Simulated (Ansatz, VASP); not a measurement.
KBr: VASP beside Ansatz

```
Br K
1.0
     0.00000    3.30000    3.30000
     3.30000    0.00000    3.30000
     3.30000    3.30000    0.00000
Br K
1 1
Cartesian
  3.3000 3.3000 3.3000
  0.0000 0.0000 0.0000
```

Alike in both runs: task single point; functional PBE; k mesh 7 × 7 × 7; occupations gaussian, width 0.027 eV; no spin polarisation.

```csv
,VASP,Ansatz
version,VASP 6.6.1,Ansatz 0.2.0
potentials or method,"VASP PAW PBE potentials, release 64 (Br, K_sv), cutoff 520 eV","all-electron LAPW, scalar-relativistic"
```

|  | VASP | Ansatz | Ansatz less VASP |
| --- | --- | --- | --- |
| gap on the k mesh at the Fermi level (eV) | 4.43 | 4.44 | +0.001 |
| least direct gap on the mesh (eV) | 4.43 | 4.44 | +0.001 |
| pressure (GPa) | 0.8 | 0.7 | -0.04 |

Ansatz ran all-electron here, and VASP with PAW potentials.
